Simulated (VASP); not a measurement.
# Al5Si3C3N5 (P1) in VASP: notebook

The runs below take Al5Si3C3N5 through single point, with PBEsol.

Everything below comes from runs of VASP 6.6.1. Logs are shortened: lines on timing, memory, paths and dates and some standing lists are left out, and cuts for length are marked.

## Step 1: The cell of the first run

The typed cell holds 96 atoms: a = 9.298 Å, b = 10.737 Å, c = 10.016 Å, α = 90.00°, β = 90.00°, γ = 90.00°.

## Step 2: Single point, PBEsol

Input file INCAR:

```
SYSTEM = Al5Si3C3N5
PREC = Accurate ; ENCUT = 700
EDIFF = 1E-6 ; ISMEAR = -1
SIGMA = 0.05 ; LREAL = Auto
LASPH = .True. ; NELM = 120
ALGO = Normal ; ISIF = 2
LWAVE = .False. ; LCHARG = .True.
GGA = PS ; LELF = .True.
LVHAR = .True. ; NBANDS = 246
ISYM = -1 ; GGA_COMPAT = .False.
```

Input file KPOINTS:

```
explicit points
1
Reciprocal
  0.25000000   0.25000000   0.25000000 1
```

Input file POSCAR:

```
Al5Si3C3N5
1.0
    9.2983570000      0.0000000000      0.0000000000
    0.0000000000     10.7368180000      0.0000000000
    0.0000000000      0.0000000000     10.0157290000
Al Si N C
30 18 30 18
Direct
    0.1614260000      0.0827040000      0.2504960000
    0.1648390000      0.0860300000      0.7480330000
    0.9992500000      0.3337520000      0.2509650000
    0.5003480000      0.0870570000      0.2486950000
    0.3341910000      0.3345290000      0.2490730000
    0.3356620000      0.3344230000      0.7514020000
    0.1649240000      0.5820420000      0.2486060000
    0.9994420000      0.8325860000      0.7467210000
    0.8337200000      0.0836400000      0.2484890000
    0.6681600000      0.3337160000      0.2491360000
    0.4966050000      0.5832930000      0.2486970000
    0.3324580000      0.8321900000      0.2531180000
    0.3361690000      0.8302530000      0.7496970000
    0.8350910000      0.5846030000      0.2501410000
    0.8319560000      0.5805870000      0.7458260000
    0.6661100000      0.8331440000      0.2482740000
    0.6658140000      0.8319080000      0.7483610000
    0.0031760000      0.1673710000      0.0004070000
    0.3325400000      0.1695990000      0.9987560000
    0.0012310000      0.6661220000      0.4986960000
    0.6673370000      0.1693610000      0.4959820000
    0.5013200000      0.4167540000      0.4964940000
    0.4987260000      0.4176870000      0.0011550000
    0.1660940000      0.9181400000      0.4976580000
    0.1674560000      0.9165370000      0.9957200000
    0.8357390000      0.4146840000      0.4973890000
    0.8331250000      0.4187630000      0.9975930000
    0.6717650000      0.6693780000      0.4989160000
    0.4999420000      0.9171060000      0.5008580000
    0.8314560000      0.9166700000      0.4997170000
    0.0025100000      0.3336890000      0.7485660000
    0.5021740000      0.0844670000      0.7506590000
    0.1663110000      0.5829900000      0.7504360000
    0.0062000000      0.8343600000      0.2485140000
    0.8331680000      0.0846790000      0.7502840000
    0.6714120000      0.3351170000      0.7455560000
    0.4985590000      0.5803170000      0.7471330000
    0.0007880000      0.1669660000      0.5031250000
    0.3381470000      0.1706350000      0.4979970000
    0.1679940000      0.4183050000      0.5003220000
    0.1675760000      0.4162070000      0.9983450000
    0.0038000000      0.6686720000      0.0000900000
    0.6678560000      0.1672990000      0.0026950000
    0.3325820000      0.6661830000      0.4994680000
    0.3362090000      0.6686040000      0.9982100000
    0.6657120000      0.6672710000      0.9987990000
    0.4997850000      0.9186270000      0.9992770000
    0.8326310000      0.9219310000      0.9966180000
    0.0027960000      0.1659010000      0.1909530000
    0.9988110000      0.1657540000      0.6861900000
    0.3337430000      0.1682310000      0.6890460000
    0.1689830000      0.4174720000      0.1897210000
    0.1646150000      0.4182140000      0.6883730000
    0.0020080000      0.6673660000      0.1860820000
    0.9993890000      0.6656510000      0.6893570000
    0.6679000000      0.1688530000      0.1939020000
    0.3295200000      0.6660670000      0.1907650000
    0.8335280000      0.4166010000      0.6897480000
    0.6690150000      0.6671670000      0.6880910000
    0.4997600000      0.9188340000      0.1896760000
    0.5045790000      0.9195650000      0.6896930000
    0.8304730000      0.9159870000      0.1879650000
    0.8362580000      0.9152790000      0.6847340000
    0.1662950000      0.0835300000      0.9355760000
    0.0004460000      0.3367010000      0.4346790000
    0.4978250000      0.0839920000      0.9430190000
    0.3322520000      0.3326020000      0.4357940000
    0.3362460000      0.3345780000      0.9364850000
    0.1639050000      0.5839250000      0.9443490000
    0.0010910000      0.8337630000      0.4422630000
    0.6664390000      0.3365580000      0.4404850000
    0.6659820000      0.3307010000      0.9367920000
    0.3335030000      0.8317020000      0.4425350000
    0.3329390000      0.8310300000      0.9392390000
    0.8360100000      0.5835760000      0.4379420000
    0.8336860000      0.5785430000      0.9421160000
    0.6640620000      0.8363010000      0.4375630000
    0.6658270000      0.8351900000      0.9352330000
    0.3341570000      0.1666870000      0.1897810000
    0.6668590000      0.1689170000      0.6911870000
    0.5008920000      0.4174890000      0.1893330000
    0.4991700000      0.4193420000      0.6886240000
    0.3331620000      0.6665530000      0.6885840000
    0.1651830000      0.9132260000      0.1884160000
    0.1665280000      0.9186650000      0.6909240000
    0.8337550000      0.4162930000      0.1866660000
    0.6654280000      0.6631170000      0.1887280000
    0.1685460000      0.0852760000      0.4380370000
    0.0034510000      0.3336020000      0.9399660000
    0.4954850000      0.0809770000      0.4375830000
    0.1651130000      0.5837610000      0.4322000000
    0.9997530000      0.8322550000      0.9382150000
    0.8344360000      0.0822240000      0.4390020000
    0.8341650000      0.0836390000      0.9414550000
    0.5010600000      0.5817490000      0.4413870000
    0.5019090000      0.5819960000      0.9369980000
```

Potentials or basis: VASP PAW PBE potentials, release 64 (Al, Si, N, C).

The run is started by

```
cat potpaw_PBE.64/Al/POTCAR potpaw_PBE.64/Si/POTCAR potpaw_PBE.64/N/POTCAR potpaw_PBE.64/C/POTCAR > POTCAR
mpirun -np 1 vasp_std > vasp.out
```

OUTCAR:

```text
SYSTEM = Al5Si3C3N5
   PREC = Accurate
   ENCUT = 700
   EDIFF = 1E-6
   ISMEAR = -1
   LREAL = Auto
   LASPH = .True.
   NELM = 120
   ISIF = 2
   GGA = PS
   ISYM = -1

 ion  position               nearest neighbor table
   1  0.161  0.083  0.250-  49 1.82  88 1.88  84 1.92  79 1.94  34 3.03  24 3.04  18 3.04   9 3.05
                            38 3.07   3 3.09  25 3.11  39 3.12  19 3.12  12 3.12   5 3.15   4 3.15
   2  0.165  0.086  0.748-  50 1.87  64 1.88  85 1.89  51 1.90  38 3.02  31 3.06  18 3.07  25 3.08
                            35 3.08  24 3.09  19 3.09   6 3.10  39 3.11   8 3.13  32 3.14  13 3.17
   3  0.999  0.334  0.251-  65 1.84  86 1.89  49 1.90  52 1.92  26 3.03  10 3.08   7 3.08  18 3.08
                            40 3.09   1 3.09   9 3.10  14 3.10  38 3.10  41 3.10  27 3.11   5 3.11
   4  0.500  0.087  0.249-  79 1.86  56 1.87  90 1.89  60 1.90  43 3.04  39 3.05  21 3.05   5 3.07
                            10 3.07  19 3.08  47 3.08   9 3.10  29 3.12  16 3.13  12 3.15   1 3.15
   5  0.334  0.335  0.249-  67 1.87  52 1.87  81 1.89  79 1.90  23 3.05  39 3.05  22 3.06  11 3.07
                            19 3.07   4 3.07  41 3.08  40 3.09   7 3.09  10 3.11   3 3.11   1 3.15
   6  0.336  0.334  0.751-  68 1.85  82 1.88  51 1.89  53 1.93  37 3.04  19 3.04  41 3.05  23 3.06
                            39 3.09  40 3.09  31 3.10  32 3.10  33 3.10   2 3.10  22 3.11  36 3.12
   7  0.165  0.582  0.249-  91 1.84  52 1.86  57 1.87  54 1.88  42 3.05  20 3.07  14 3.07  40 3.07
                            41 3.07   3 3.08  11 3.08  34 3.09   5 3.09  44 3.09  12 3.11  45 3.11
   8  0.999  0.833  0.747-  63 1.86  55 1.88  85 1.89  92 1.92  20 3.06  30 3.06  24 3.08  25 3.08
                            42 3.09  48 3.10  33 3.10  17 3.10  35 3.12  15 3.12   2 3.13  13 3.13
   9  0.834  0.084  0.248-  56 1.87  49 1.89  62 1.90  93 1.91  43 3.04   1 3.05  48 3.06  21 3.06
[... 51 lines left out ...]
  35  0.833  0.085  0.750-  50 1.88  80 1.89  94 1.91  63 1.93  48 3.02  38 3.06  32 3.08  36 3.08
                             2 3.08  43 3.09  30 3.09  18 3.09  31 3.10  21 3.11   8 3.12  17 3.13
  36  0.671  0.335  0.746-  58 1.83  80 1.87  72 1.92  82 1.93  15 3.03  26 3.04  21 3.07  27 3.07
                            31 3.08  22 3.08  35 3.08  37 3.08  32 3.12   6 3.12  43 3.14  23 3.15
  37  0.499  0.580  0.747-  82 1.83  83 1.89  96 1.90  59 1.93   6 3.04  44 3.06  22 3.06  13 3.08
                            45 3.08  36 3.08  23 3.09  33 3.09  15 3.10  46 3.10  28 3.11  17 3.12
  38  0.001  0.167  0.503-  50 1.83  88 1.90  93 1.91  65 1.95   2 3.02  31 3.04  35 3.06  26 3.07
                             1 3.07  24 3.08   3 3.10  21 3.10  40 3.11  30 3.11   9 3.12  39 3.14
  39  0.338  0.171  0.498-  67 1.85  90 1.85  51 1.91  88 1.92  22 3.05   5 3.05   4 3.05  21 3.06
                             6 3.09  40 3.09  32 3.10  29 3.11   2 3.11   1 3.12  38 3.14  24 3.15
  40  0.168  0.418  0.500-  53 1.88  67 1.90  91 1.90  65 1.90  31 3.06  33 3.07  44 3.07   7 3.07
                            20 3.08   3 3.09   5 3.09  26 3.09   6 3.09  39 3.09  22 3.10  38 3.11
  41  0.168  0.416  0.998-  89 1.86  69 1.88  68 1.90  52 1.92   6 3.05  19 3.06  33 3.06  31 3.07
                             7 3.07  18 3.08   5 3.08  23 3.08   3 3.10  42 3.11  27 3.11  45 3.13
  42  0.004  0.669  0.000-  69 1.83  92 1.86  54 1.86  76 1.94   7 3.05  34 3.06  33 3.06  25 3.07
                             8 3.09  14 3.09  45 3.09  41 3.11  27 3.12  46 3.14  15 3.15
  43  0.668  0.167  0.003-  72 1.87  94 1.89  66 1.91  56 1.92   4 3.04   9 3.04  10 3.05  48 3.05
                            32 3.09  35 3.09  47 3.09  27 3.11  23 3.11  18 3.12  19 3.12  36 3.14
  44  0.333  0.666  0.499-  73 1.87  83 1.89  95 1.90  91 1.91  12 3.04  37 3.06  13 3.06  40 3.07
                            11 3.07  20 3.08  33 3.08   7 3.09  22 3.10  29 3.11  24 3.12  28 3.15
  45  0.336  0.669  0.998-  74 1.84  96 1.90  69 1.92  57 1.93  13 3.03  11 3.06  46 3.06  33 3.08
                            37 3.08  47 3.09  23 3.09  25 3.09  42 3.09  12 3.10   7 3.11  41 3.13
  46  0.666  0.667  0.999-  96 1.88  87 1.90  78 1.91  76 1.92  45 3.06  16 3.07  17 3.07  27 3.09
                            11 3.09  23 3.10  14 3.10  37 3.10  47 3.11  15 3.11  42 3.14  48 3.14
  47  0.500  0.919  0.999-  66 1.86  78 1.90  60 1.91  74 1.91  32 3.06  16 3.07  13 3.08   4 3.08
                            45 3.09  25 3.09  17 3.09  43 3.09  48 3.10  46 3.11  19 3.11  12 3.12
  48  0.833  0.922  0.997-  94 1.82  78 1.91  62 1.92  92 1.92  35 3.02  43 3.05   9 3.06  18 3.08
                            17 3.09  47 3.10   8 3.10  16 3.11  25 3.11  34 3.14  46 3.14
  49  0.003  0.166  0.191-   1 1.82   9 1.89   3 1.90  18 1.91
  50  0.999  0.166  0.686-  38 1.83   2 1.87  35 1.88  31 1.91
  51  0.334  0.168  0.689-   6 1.89   2 1.90  32 1.91  39 1.91
[... 299 lines left out ...]
   PSTRESS=    0.0 pullay stress
   NELECT =     384.0000    total number of electrons
   NUPDOWN=      -1.0000    fix difference up-down
   EMIN   =  10.00;   EMAX   =-10.00  energy-range for DOS
   EFERMI =   0.00;   METHOD = LEGACY
   ISMEAR =    -1;   SIGMA  =   0.05  broadening in eV -4-tet -1-fermi 0-gaus
   EFERMI_NEDOS =   21; number of points for ismear=-14 and -15
   IALGO  =     38    algorithm
   IMIX   =      4    mixing-type and parameters
     AMIX     =   0.40;   BMIX     =  1.00
     AMIX_MAG =   1.60;   BMIX_MAG =  1.00
  volume/ion in A,a.u.               =      10.42        70.29
  Fermi-wavevector in a.u.,A,eV,Ry     =   1.189955  2.248688 19.265745  1.415992
  Thomas-Fermi vector in A             =   2.326050
   LORBIT       =      0    0 simple, 1 ext, 2 COOP (PROOUT), +10 PAW based schemes
   GGA     = PS    functional components
   LHFCALC =     F    Hartree Fock is set to
   AEXX    =    0.0000 exact exchange contribution
   IVDW    =     0    specifies the selected vdW correction
   LEPSILON=     F    determine dielectric tensor
   LRPA    =     F    only Hartree local field effects (RPA)
 non-spin polarized calculation
  energy-cutoff  :      700.00
  volume of cell :      999.92
 maximum number of plane-waves:     42059
 NGX is ok and might be reduce to    80
   NGX = 41   NGY = 47   NGZ = 43

 number of electron     383.9999997 magnetization

 Free energy of the ion-electron system (eV)
  ---------------------------------------------------
  ext. energy  EPLUGINS =         0.00000000
  ---------------------------------------------------
  free energy    TOTEN  =      -726.46806303 eV

  energy without entropy =     -726.46591346  energy(sigma->0) =     -726.46698825

 E-fermi :   9.3254     XC(G=0): -11.2779

 val. band max:        8.9958056118   @ k =   0.2500   0.2500   0.2500
 cond. band min:       9.6663927456   @ k =   0.2500   0.2500   0.2500
 fundamental gap:      0.6705871337
 Fermi energy:         9.3254274647

 k-point     1 :       0.2500    0.2500    0.2500
  band No.  band energies     occupation
      1     -10.9251      2.00000
      2     -10.3956      2.00000
      3     -10.2066      2.00000
      4      -9.6360      2.00000
      5      -9.5028      2.00000
      6      -9.2739      2.00000
[... 196 lines left out ...]
    203      10.8623      0.00000
    204      10.9946      0.00000
 [bands above 204 left out]

------------------------ aborting loop because EDIFF is reached ----------------------------------------

  FORCE on cell =-STRESS in cart. coord.  units (eV):
  Direction    XX          YY          ZZ          XY          YZ          ZX
  --------------------------------------------------------------------------------------
  -------------------------------------------------------------------------------------
  Total        9.3257969     19.8457975     13.6875053      0.3506333     -3.1761521      0.0239583
  in kB       14.9428061     31.7990954     21.9316098      0.5618228     -5.0891763      0.0383887
  external PRESSURE =      22.8911704 kB  Pullay stress =       0.0000000 kB

 VOLUME and BASIS-vectors are now :
 -----------------------------------------------------------------------------
  energy-cutoff  :      700.00
  volume of cell :      999.92
      direct lattice vectors                 reciprocal lattice vectors
     9.298357000  0.000000000  0.000000000     0.107545881  0.000000000  0.000000000
     0.000000000 10.736818000  0.000000000     0.000000000  0.093137464  0.000000000
     0.000000000  0.000000000 10.015729000     0.000000000  0.000000000  0.099842957

 POSITION                                       TOTAL-FORCE (eV/Angst)
 -----------------------------------------------------------------------------------
      1.50100      0.88798      2.50890         1.417096      0.557595     -1.118597
      1.53273      0.92369      7.49210         0.864250     -2.077733      0.380974
      9.29138      3.58343      2.51360        -0.404955     -0.702458     -2.362663
      4.65241      0.93472      2.49086        -1.111104      0.444936      0.313856
      3.10743      3.59178      2.49465         1.072739     -0.806815     -1.476506
      3.12111      3.59064      7.52584         0.715203     -0.462267      0.141951
[... 88 lines left out ...]
      4.65903      6.24613      4.42081        -1.926933      2.683671      1.157543
      4.66693      6.24879      9.38472        -0.466677      3.185037     -1.793915
 -----------------------------------------------------------------------------------
    total drift:                               -0.022721     -0.002345     -0.016984

  FREE ENERGIE OF THE ION-ELECTRON SYSTEM (eV)
  ---------------------------------------------------
  free  energy   TOTEN  =      -726.4680630313 eV

  energy  without entropy=     -726.4659134631  energy(sigma->0) =     -726.46698825
```

Run time: 13 min. Hardware: 1 thread of AMD EPYC 9R45 (Zen 5), shared host; peak memory 1.4 GiB.

Results:

| Item | Value |
| --- | --- |
| Free energy | -726.4681 eV |
| Pressure | 2.3 GPa |
| Largest force | 4.929 eV/Å |
| Band gap on the k mesh | 0.67 eV |

Forces on the atoms (eV/Å):
```
Al   1.417  0.558 -1.119
Al   0.864 -2.078  0.381
Al  -0.405 -0.702 -2.363
Al  -1.111  0.445  0.314
Al   1.073 -0.807 -1.477
Al   0.715 -0.462  0.142
Al   0.532 -0.298 -1.016
Al   1.234  0.932 -0.259
Al   1.151  0.920  0.286
Al  -0.478  1.467  0.398
Al   0.517 -1.017  0.389
Al  -0.076  0.363  0.225
Al  -1.525  2.355 -0.962
Al  -0.859 -1.493 -0.175
Al   0.098  1.319  0.603
Al  -0.346 -0.956  0.697
Al   0.779  0.538 -1.383
Al   1.632 -0.680  2.390
Al  -2.111 -0.033  2.558
Al  -0.751  0.300 -0.532
Al  -0.634 -0.221 -1.066
Al   0.447  0.037 -1.153
Al   0.492 -1.132  1.945
Al   0.575 -0.001  0.792
Al  -0.342  1.624  0.642
Al  -1.832  0.992 -2.130
Al  -0.513 -1.395  2.689
Al  -1.035 -0.401 -1.711
Al  -0.166 -0.039 -0.844
Al  -0.102  0.205 -1.033
Si  -0.906 -0.477  1.868
Si  -0.234 -0.284 -1.948
Si  -0.092  2.203 -1.722
Si   0.067  0.483  0.184
Si  -0.648 -1.366 -0.849
Si  -2.393 -0.532  0.670
Si   0.399  0.374 -0.670
Si  -0.044 -2.263 -3.489
Si  -0.633 -2.234 -2.066
Si   0.556  0.555 -2.794
Si   0.614 -2.453  2.697
Si  -2.723  1.371  1.439
Si   0.490  1.500  1.773
Si   1.573 -0.356 -1.588
Si   1.534  0.183  2.549
Si   0.217 -0.973  3.519
Si  -0.726 -0.915  2.491
Si   1.703 -1.999  1.663
N   -1.300  0.413 -0.929
N   -1.529  2.932  0.439
N    1.619  0.044  0.238
N   -0.730  0.650 -2.921
N   -1.628  0.035 -0.347
N    0.054  1.405 -1.512
N    1.289 -2.572  1.202
N    0.382 -1.660 -4.089
N   -0.525  0.599 -3.682
N    1.315 -1.894  0.575
N   -0.825 -0.465  1.504
N    0.579 -0.401 -3.570
N   -0.121  1.315  2.323
N    1.324 -0.440 -1.727
N   -1.284  1.560  1.962
N    0.571  0.559 -0.660
N    2.515 -0.724  4.177
N    1.790 -1.710 -1.955
N   -2.484 -0.055  3.547
N   -2.755  1.593 -0.506
N    0.574 -0.268 -1.120
N   -1.026 -1.134 -2.561
N    0.959 -0.564  0.800
N    0.213 -1.625 -1.820
N    0.207 -2.020  0.273
N    2.894 -0.438  1.100
N    0.576  0.231  1.804
N    0.465  3.429 -1.740
N    0.766 -0.343  0.718
N   -0.547  0.841  1.318
C   -0.697 -0.049 -1.251
C    0.533 -0.168  2.200
C   -0.662 -0.434 -0.294
C    2.566 -0.321  1.475
C   -0.661 -2.898  0.725
C   -1.457 -1.173  0.454
C    0.420 -0.571  0.260
C    1.222  0.150  0.347
C    0.652  2.499 -3.191
C   -0.476  3.409  3.375
C    1.771  1.979 -3.558
C   -0.551  1.742  1.978
C    1.355 -1.654  3.381
C   -2.774 -1.958  1.059
C    2.090  1.833  1.253
C   -2.271 -0.703 -1.379
C   -1.927  2.684  1.158
C   -0.467  3.185 -1.794
```

Caveat: semilocal functionals underestimate gaps, and a narrow one can read as zero; the PAW data sets were made with another functional, which shifts forces and pressure a little; a shifted mesh leaves out Γ, where band edges can lie.

(Part 1 of 3 ends here.)
